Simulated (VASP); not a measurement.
Input of a VASP 6.6.1 run:

File INCAR:

```
SYSTEM = Os
PREC = Accurate
ENCUT = 520
EDIFF = 1E-7
ISMEAR = -1
SIGMA = 0.1
LREAL = .FALSE.
LASPH = .TRUE.
NELM = 100
ALGO = Normal
ISIF = 2
LWAVE = .FALSE.
LCHARG = .FALSE.
GGA = RP
NBANDS = 10
```

Contents of KPOINTS:

```
Automatic mesh
0
G
  14 14 14
  0 0 0
```

File POSCAR:

```
Os
1.0
    2.4612387080      0.0000000000      0.0000000000
    0.0000000000      2.4612387080      0.0000000000
    0.0000000000      0.0000000000      2.4612387080
Os
1
Direct
    0.0000000000      0.0000000000      0.0000000000
```

Potentials or basis: VASP PAW PBE potentials, release 64 (Os).

Command:

```sh
$ cat potpaw_PBE.64/Os/POTCAR > POTCAR
$ mpirun -np 1 vasp_std > vasp.out
```

Q: What does it give for the band gap on the k mesh?

A: Zero (band 4 reaches 14.71 eV, above the bottom of band 5 at 7.66 eV).

Q: Predict the pressure.

A: 45.0 GPa.

Caveat: the PAW data sets were made with another functional, which shifts forces and pressure a little; spin-orbit coupling is left out, which moves the levels of the heavy elements.
